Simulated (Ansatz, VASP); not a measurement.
## CdSe in VASP and in Ansatz

INCAR

```
SYSTEM = CdSe
PREC = Accurate
ENCUT = 520
EDIFF = 1E-6
ISMEAR = -1
SIGMA = 0.01
LREAL = .False.
LASPH = .True.
NELM = 150
ALGO = Normal
ISIF = 2
LWAVE = .False.
LCHARG = .False.
MAGMOM = 0 0 0 0 0 0
LORBIT = 11
LSORBIT = .True.
GGA_COMPAT = .False.
LORBMOM = .True.
GGA = PS
NBANDS = 30
```

Contents of KPOINTS:

```
Automatic mesh
0
Gamma
  6 6 6
  0 0 0
```

POSCAR

```
CdSe
1.0
    2.9038368515      2.9038368515      0.0000000000
   -2.9038368515      2.9038368515      0.0000000000
    0.0000000000      2.9038368515      2.9038368515
Cd Se
1 1
Direct
    0.0000000000      0.0000000000      0.0000000000
    0.7500000000      0.2500000000      0.5000000000
```

Input for Ansatz:

```yaml
crystal:
  lattice:
    - [2.90383685154, 2.90383685154, 0.0]
    - [-2.90383685154, 2.90383685154, 0.0]
    - [0.0, 2.90383685154, 2.90383685154]
  atoms:
    - { symbol: Cd, position: [0.0, 0.0, 0.0] }
    - { symbol: Se, position: [0.75, 0.25, 0.5] }
kpoints:
  mp_grid: { grid: [6, 6, 6] }
scf:
  occupations: { method: fermi_dirac, width: 0.01 }
  convergence: { dr2_threshold: 1.0e-10 }
hamiltonian:
  xc: pbesol
  pseudopotentials: { kind: all_electron, lapw: { basis_error: 0.0005 } }
magnetization:
  noncollinear: true
  spin_orbit: true
output:
  forces: true
  stress: true
  eigenstates:
    kpoints:
      - [0.0, 0.0, 0.0]
      - [-0.5, -0.5, -0.5]
      - [-0.5, 0.5, 0.0]
      - [0.0, 0.0, -0.5]
      - [0.0, -0.5, -0.5]
      - [0.0, 0.5, 0.0]
      - [-0.5, 0.0, 0.0]
      - [-0.5, 0.0, -0.5]
  eigenvalues: true
```

Alike in both runs: task single point; functional PBEsol; k mesh 6 × 6 × 6; occupations fermi-dirac, width 0.01 eV; non-collinear spin, spin-orbit coupling.

```csv
,VASP,Ansatz
version,VASP 6.6.1,Ansatz 0.2.0
potentials or method,"VASP PAW PBE potentials, release 64 (Cd, Se), cutoff 520 eV",all-electron LAPW
```

VASP gave:

| Property | Result |
| --- | --- |
| pressure (GPa) | 10.6 |
| net moment per atom (μB) | 0.00 |

Task: What did Ansatz give for the same quantities?

Result: Pressure (GPa): 10.0; net moment per atom (μB): 0.00.

VASP's potentials were made for PBE, not for PBEsol. Ansatz ran all-electron here, and VASP with PAW potentials.

The k mesh is coarse, so the values compare programs but aren't converged.
